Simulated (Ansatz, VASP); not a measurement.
SiNi: VASP beside Ansatz

The input INCAR:

```
SYSTEM = SiNi
ALGO = Normal ; EDIFF = 1E-7
ENCUT = 520 ; ISIF = 2
ISMEAR = -1 ; LASPH = .True.
LCHARG = .False. ; LREAL = .False.
LWAVE = .False. ; NBANDS = 14
NELM = 100 ; PREC = Accurate
SIGMA = 0.08
```

Contents of KPOINTS:

```
k-points
0
Gamma
  16 16 16
  0 0 0
```

Contents of POSCAR:

```
SiNi
1.0
    0.0000000000      2.0005013062      2.0005013062
    2.0005013062      0.0000000000      2.0005013062
    2.0005013062      2.0005013062      0.0000000000
Ni Si
1 1
Direct
    0.0000000000      0.0000000000      0.0000000000
    0.5000000000      0.5000000000      0.5000000000
```

Input for Ansatz:

```yaml
crystal:
  lattice:
    - [0.0, 2.0005013062, 2.0005013062]
    - [2.0005013062, 0.0, 2.0005013062]
    - [2.0005013062, 2.0005013062, 0.0]
  atoms:
    - { symbol: Ni, position: [0.0, 0.0, 0.0] }
    - { symbol: Si, position: [0.5, 0.5, 0.5] }
kpoints:
  mp_grid: { grid: [16, 16, 16] }
scf:
  occupations: { method: fermi_dirac, width: 0.08 }
hamiltonian:
  xc: lda
  pseudopotentials: { kind: paw }
output:
  forces: true
  stress: true
  eigenvalues: true
  populations: true
```

Change from the starting cell: volume scaled by 0.64, PAW files.

Alike in both runs: task single point; functional LDA; k mesh 16 × 16 × 16; occupations fermi-dirac, width 0.08 eV; no spin polarisation.

|  | VASP | Ansatz |
| --- | --- | --- |
| version | VASP 6.6.1 | Ansatz 0.2.0 |
| potentials or method | VASP PAW LDA potentials, release 64 (Ni, Si) | PAW with Ansatz's default frozen-core files, scalar-relativistic |
| plane-wave cutoff (eV) | 520 | 420 |
| valence electrons in the cell | 14 | 22 |

VASP gave:

```
pressure (GPa) : 198.7
```

Problem. Estimate Ansatz's values.

Solution. Pressure (GPa): 196.3.

LDA's correlation is that of Perdew and Zunger in VASP and of Perdew and Wang (1992) in Ansatz. Both programs put the cell under a high pressure, so it lies far from rest at this level. VASP's potentials hold 14 valence electrons a cell and Ansatz's 22, so a difference there can come from the potentials and not from the codes.

Noted on VASP's run: the cell as given lies far from equilibrium.
